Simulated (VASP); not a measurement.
# MgS (Fm-3m) in VASP: single point with PBE

Aim: the single point of MgS with PBE.

Program: VASP 6.6.1. These are calculated values, not measurements. Logs are shortened: lines on timing, memory, paths and dates and some standing lists are left out, and cuts for length are marked.

## (1) The cell of the first run

Symmetry: Fm-3m, No. 225, cubic system. Conventional cell: a = 5.203 Å, b = 5.203 Å, c = 5.203 Å, α = 90.00°, β = 90.00°, γ = 90.00°. Within 3.4 Å of Mg (site symmetry m-3m) lie 6 S at 2.60 Å. S (site symmetry m-3m) has 6 Mg at 2.60 Å within 3.4 Å.

## (2) Single point, PBE

Input file INCAR:

```
ALGO = Normal ; EDIFF = 1E-6
ENCUT = 600 ; GGA = PE
GGA_COMPAT = F ; ISIF = 2
ISMEAR = -1 ; LASPH = T
LCHARG = T ; LELF = T
LREAL = F ; LVHAR = T
LWAVE = F ; NBANDS = 46
NELM = 120 ; PREC = Accurate
SIGMA = 0.05
```

Input file KPOINTS:

```
k-points
0
Gamma
  2 2 2
```

Input file POSCAR:

```
MgS
1.0
    0.0000000000      5.2033000000      5.2033000000
    5.2033000000      0.0000000000      5.2033000000
    5.2033000000      5.2033000000      0.0000000000
Mg S
8 8
Direct
    0.0000000000      0.0000000000      0.0000000000
    0.0000000000      0.0000000000      0.5000000000
    0.0000000000      0.5000000000      0.0000000000
    0.0000000000      0.5000000000      0.5000000000
    0.5000000000      0.0000000000      0.0000000000
    0.5000000000      0.0000000000      0.5000000000
    0.5000000000      0.5000000000      0.0000000000
    0.5000000000      0.5000000000      0.5000000000
    0.2500000000      0.2500000000      0.2500000000
    0.2500000000      0.2500000000      0.7500000000
    0.2500000000      0.7500000000      0.2500000000
    0.2500000000      0.7500000000      0.7500000000
    0.7500000000      0.2500000000      0.2500000000
    0.7500000000      0.2500000000      0.7500000000
    0.7500000000      0.7500000000      0.2500000000
    0.7500000000      0.7500000000      0.7500000000
```

Potentials or basis: VASP PAW PBE potentials, release 64 (Mg, S).

Started as:

```sh
$ cat potpaw_PBE.64/Mg/POTCAR potpaw_PBE.64/S/POTCAR > POTCAR
$ mpirun -np 1 vasp_std > vasp.out
```

OUTCAR:

```text
EDIFF = 1E-6
   ENCUT = 600
   GGA = PE
   ISIF = 2
   ISMEAR = -1
   LASPH = T
   LREAL = F
   NELM = 120
   PREC = Accurate

 ion  position               nearest neighbor table
   1  0.000  0.000  0.000-  10 2.60  11 2.60  12 2.60  13 2.60  14 2.60  15 2.60
   2  0.000  0.000  0.500-   9 2.60  11 2.60  12 2.60  13 2.60  14 2.60  16 2.60
   3  0.000  0.500  0.000-   9 2.60  10 2.60  12 2.60  13 2.60  15 2.60  16 2.60
   4  0.000  0.500  0.500-   9 2.60  10 2.60  11 2.60  14 2.60  15 2.60  16 2.60
   5  0.500  0.000  0.000-   9 2.60  10 2.60  11 2.60  14 2.60  15 2.60  16 2.60
   6  0.500  0.000  0.500-   9 2.60  10 2.60  12 2.60  13 2.60  15 2.60  16 2.60
[... 8 lines left out ...]
  15  0.750  0.750  0.250-   1 2.60   3 2.60   4 2.60   5 2.60   6 2.60   8 2.60
  16  0.750  0.750  0.750-   2 2.60   3 2.60   4 2.60   5 2.60   6 2.60   7 2.60

  LATTYP: Found a face centered cubic cell.
 ALAT       =    10.4066000000

  Lattice vectors:

 A1 = (   0.0000000000,   5.2033000000,   5.2033000000)
 A2 = (   5.2033000000,   0.0000000000,   5.2033000000)
 A3 = (   5.2033000000,   5.2033000000,   0.0000000000)

Analysis of symmetry for initial positions (statically):
=====================================================================
 Subroutine PRICEL returns following result:

  LATTYP: Found a face centered cubic cell.
 ALAT       =     5.2033000000

  Lattice vectors:

 A1 = (   0.0000000000,   2.6016500000,   2.6016500000)
 A2 = (   2.6016500000,   0.0000000000,   2.6016500000)
 A3 = (   2.6016500000,   2.6016500000,   0.0000000000)

   8 primitive cells build up your supercell.

 Routine SETGRP: Setting up the symmetry group for a
 face centered cubic supercell.

 Subroutine GETGRP returns: Found 48 space group operations
 (whereof 48 operations were pure point group operations)
 out of a pool of 48 trial point group operations.

The static configuration has the point symmetry O_h .

Analysis of symmetry for dynamics (positions and initial velocities):
=====================================================================
 Subroutine PRICEL returns following result:

  LATTYP: Found a face centered cubic cell.
 ALAT       =     5.2033000000

  Lattice vectors:

 A1 = (   0.0000000000,   2.6016500000,   2.6016500000)
 A2 = (   2.6016500000,   0.0000000000,   2.6016500000)
 A3 = (   2.6016500000,   2.6016500000,   0.0000000000)

   8 primitive cells build up your supercell.

 Routine SETGRP: Setting up the symmetry group for a
 face centered cubic supercell.

 Subroutine GETGRP returns: Found 48 space group operations
 (whereof 48 operations were pure point group operations)
 out of a pool of 48 trial point group operations.

The dynamic configuration has the point symmetry O_h .

 Subroutine INISYM returns: Found 48 space group operations
 (whereof 48 operations are pure point group operations),
 and found     8 'primitive' translations

----------------------------------------------------------------------------------------

                                     Primitive cell

  volume of cell :      35.2190

  direct lattice vectors                    reciprocal lattice vectors
     0.000000000  2.601650000  2.601650000    -0.192185728  0.192185728  0.192185728
     2.601650000  0.000000000  2.601650000     0.192185728 -0.192185728  0.192185728
     2.601650000  2.601650000  0.000000000     0.192185728  0.192185728 -0.192185728

  length of vectors
     3.679288715  3.679288715  3.679288715     0.332875446  0.332875446  0.332875446

  position of ions in fractional coordinates (direct lattice)
     0.000000000  0.000000000  0.000000000
     0.500000000  0.500000000  0.500000000

  ion indices of the primitive-cell ions
   primitive index   ion index
                 1           1
                 2           9

----------------------------------------------------------------------------------------

 KPOINTS: k-points

Automatic generation of k-mesh.
 Grid dimensions read from file:
 generate k-points for:    2    2    2

 Generating k-lattice:

  Cartesian coordinates                     Fractional coordinates (reciprocal lattice)
    -0.048046432  0.048046432  0.048046432     0.500000000  0.000000000  0.000000000
     0.048046432 -0.048046432  0.048046432     0.000000000  0.500000000  0.000000000
     0.048046432  0.048046432 -0.048046432     0.000000000  0.000000000  0.500000000

  Length of vectors
     0.083218861  0.083218861  0.083218861

  Shift w.r.t. Gamma in fractional coordinates (k-lattice)
     0.000000000  0.000000000  0.000000000

 Subroutine IBZKPT returns following result:
 ===========================================

 Found      3 irreducible k-points:

 Following reciprocal coordinates:
            Coordinates               Weight
  0.000000  0.000000  0.000000      1.000000
  0.500000  0.000000  0.000000      4.000000
  0.500000  0.500000  0.000000      3.000000
   k-points           NKPTS =      3   k-points in BZ     NKDIM =      3   number of bands    NBANDS=     46
   number of dos      NEDOS =    301   number of ions     NIONS =     16
   total plane-waves  NPLWV = 216000
   dimension x,y,z NGX =    60 NGY =   60 NGZ =   60
   dimension x,y,z NGXF=   120 NGYF=  120 NGZF=  120
   ions per type =               8   8
   NGX,Y,Z   is equivalent  to a cutoff of  13.56, 13.56, 13.56 a.u.
   NGXF,Y,Z  is equivalent  to a cutoff of  27.11, 27.11, 27.11 a.u.
 SYSTEM =  unknown system
   PREC   = accura    normal or accurate (medium, high low for compatibility)
   ISTART =      0    job   : 0-new  1-cont  2-samecut
   ICHARG =      2    charge: 1-file 2-atom 10-const
   ISPIN  =      1    spin polarized calculation?
   LNONCOLLINEAR =      F non collinear calculations
   LSORBIT =      F    spin-orbit coupling
   LASPH  =      T    aspherical Exc in radial PAW
   ENCUT  =  600.0 eV  44.10 Ry    6.64 a.u.  14.70 14.70 14.70*2*pi/ulx,y,z
   NELM   =    120;   NELMIN=  2; NELMDL= -5     # of ELM steps
   EDIFF  = 0.1E-05   stopping-criterion for ELM
   LREAL  =      F    real-space projection
   EDIFFG = 0.1E-04   stopping-criterion for IOM
   NSW    =      0    number of steps for IOM
   IBRION =     -1    ionic relax: 0-MD 1-quasi-New 2-CG
   NFREE  =      0    steps in history (QN), initial steepest desc. (CG)
   ISIF   =      2    stress and relaxation
   ISYM   =      2    0-nonsym 1-usesym 2-fastsym
   POTIM  = 0.5000    time-step for ionic-motion
   TEBEG  =    0.0;   TEEND  =   0.0 temperature during run
   PSTRESS=    0.0 pullay stress
   NELECT =      64.0000    total number of electrons
   NUPDOWN=      -1.0000    fix difference up-down
   EMIN   =  10.00;   EMAX   =-10.00  energy-range for DOS
   EFERMI =   0.00;   METHOD = LEGACY
   ISMEAR =    -1;   SIGMA  =   0.05  broadening in eV -4-tet -1-fermi 0-gaus
   EFERMI_NEDOS =   21; number of points for ismear=-14 and -15
   IALGO  =     38    algorithm
   IMIX   =      4    mixing-type and parameters
     AMIX     =   0.40;   BMIX     =  1.00
     AMIX_MAG =   1.60;   BMIX_MAG =  1.00
  volume/ion in A,a.u.               =      17.61       118.83
  Fermi-wavevector in a.u.,A,eV,Ry     =   0.998878  1.887606 13.575323  0.997758
  Thomas-Fermi vector in A             =   2.131131
   LORBIT       =      0    0 simple, 1 ext, 2 COOP (PROOUT), +10 PAW based schemes
   GGA     = PE    functional components
   LHFCALC =     F    Hartree Fock is set to
   AEXX    =    0.0000 exact exchange contribution
   IVDW    =     0    specifies the selected vdW correction
   LEPSILON=     F    determine dielectric tensor
   LRPA    =     F    only Hartree local field effects (RPA)
 non-spin polarized calculation
  energy-cutoff  :      600.00
  volume of cell :      281.75
 maximum number of plane-waves:      9390
 NGX is ok and might be reduce to    60
   NGX = 29   NGY = 29   NGZ = 29

 number of electron      63.9999993 magnetization

 Free energy of the ion-electron system (eV)
  ---------------------------------------------------
  ext. energy  EPLUGINS =         0.00000000
  ---------------------------------------------------
  free energy    TOTEN  =       -67.63486923 eV

  energy without entropy =      -67.63486923  energy(sigma->0) =      -67.63486923

 E-fermi :   4.9174     XC(G=0):  -9.6800

 val. band max:        3.7535422098   @ k =   0.0000   0.0000   0.0000
 cond. band min:       6.5039442054   @ k =   0.0000   0.0000   0.0000
 fundamental gap:      2.7504019956
 Fermi energy:         4.9174413182

 k-point     1 :       0.0000    0.0000    0.0000
  band No.  band energies     occupation
      1      -8.9143      2.00000
      2      -7.6043      2.00000
      3      -7.6043      2.00000
      4      -7.6043      2.00000
      5      -7.6043      2.00000
      6      -7.2318      2.00000
[... 36 lines left out ...]
     43       8.2868      0.00000
     44      10.6390      0.00000

 k-point     2 :       0.5000    0.0000    0.0000
  band No.  band energies     occupation
      1      -8.3532      2.00000
      2      -8.3532      2.00000
      3      -7.4390      2.00000
      4      -7.4390      2.00000
      5      -7.4390      2.00000
      6      -7.4390      2.00000
[... 36 lines left out ...]
     43      10.4864      0.00000
     44      10.4864      0.00000

 k-point     3 :       0.5000    0.5000    0.0000
  band No.  band energies     occupation
      1      -8.1769      2.00000
      2      -8.1769      2.00000
      3      -7.6789      2.00000
      4      -7.6789      2.00000
      5      -7.6789      2.00000
      6      -7.6789      2.00000
[... 36 lines left out ...]
     43      11.3271      0.00000
     44      11.3271      0.00000
 [bands above 44 left out]

------------------------ aborting loop because EDIFF is reached ----------------------------------------

  FORCE on cell =-STRESS in cart. coord.  units (eV):
  Direction    XX          YY          ZZ          XY          YZ          ZX
  --------------------------------------------------------------------------------------
  -------------------------------------------------------------------------------------
  Total        2.2174147      2.2174147      2.2174147      0.0000000      0.0000000      0.0000000
  in kB       12.6092982     12.6092982     12.6092982      0.0000000      0.0000000      0.0000000
  external PRESSURE =      12.6092982 kB  Pullay stress =       0.0000000 kB

 VOLUME and BASIS-vectors are now :
 -----------------------------------------------------------------------------
  energy-cutoff  :      600.00
  volume of cell :      281.75
      direct lattice vectors                 reciprocal lattice vectors
     0.000000000  5.203300000  5.203300000    -0.096092864  0.096092864  0.096092864
     5.203300000  0.000000000  5.203300000     0.096092864 -0.096092864  0.096092864
     5.203300000  5.203300000  0.000000000     0.096092864  0.096092864 -0.096092864

 POSITION                                       TOTAL-FORCE (eV/Angst)
 -----------------------------------------------------------------------------------
      0.00000      0.00000      0.00000         0.000000     -0.000000      0.000000
      2.60165      2.60165      0.00000        -0.000000     -0.000000      0.000000
      2.60165      0.00000      2.60165         0.000000     -0.000000      0.000000
      5.20330      2.60165      2.60165        -0.000000     -0.000000      0.000000
      0.00000      2.60165      2.60165         0.000000     -0.000000      0.000000
      2.60165      5.20330      2.60165         0.000000     -0.000000      0.000000
[... 8 lines left out ...]
      5.20330      5.20330      7.80495        -0.000000     -0.000000      0.000000
      7.80495      7.80495      7.80495         0.000000      0.000000      0.000000
 -----------------------------------------------------------------------------------
    total drift:                               -0.000000     -0.000000     -0.000000

  FREE ENERGIE OF THE ION-ELECTRON SYSTEM (eV)
  ---------------------------------------------------
  free  energy   TOTEN  =       -67.6348692319 eV

  energy  without entropy=      -67.6348692319  energy(sigma->0) =      -67.63486923
```

Wall time 39 s (1 thread of Intel Xeon 6975P-C (Granite Rapids), shared host); peak memory 0.49 GiB.

Results:

```
Free energy            : -67.6349 eV
Pressure               : 1.3 GPa
Band gap on the k mesh : 2.75 eV
```

Caveat: the k points lie up to 0.52 Å⁻¹ apart. Expect the measured gap to be larger: semilocal functionals such as PBE lack the derivative discontinuity.
